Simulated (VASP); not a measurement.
# Rb: single point with PBE

Rb:

```
Rb
1.0
    -2.95451    2.95451    2.73085
     2.95451   -2.95451    2.73085
     2.95451    2.95451   -2.73085
Rb
1
Direct
  0.00000 0.00000 0.00000
```

| Quantity | Value |
| --- | --- |
| Program | VASP 6.6.1 |
| Task | single point |
| Functional | PBE |
| Potentials or basis | VASP PAW PBE potentials, release 64 (Rb_sv) |
| Cutoff | 520 eV |
| k mesh | 7 × 7 × 7 |
| Occupations | fermi-dirac, width 0.05 eV |
| Spin | no spin polarisation |

* Pressure: -0.1 GPa
* Band gap on the k mesh: zero (an odd number of electrons rules out a gap without spin polarisation)

Levels at points of the mesh, in eV from the Fermi level:
| k point | band 1 | band 2 | band 3 | band 4 | band 5 | band 6 | band 7 | band 8 | band 9 | band 10 |
| --- | --- | --- | --- | --- | --- | --- | --- | --- | --- | --- |
| (0.00, 0.00, 0.00) | -28.93 | -12.97 | -12.97 | -12.97 | -1.91 | 3.39 | 3.79 | 3.79 | 4.26 | 4.81 |

It took 46 s on 1 thread of Intel Xeon 8259CL, with other jobs on the host, peak memory 0.23 GiB.
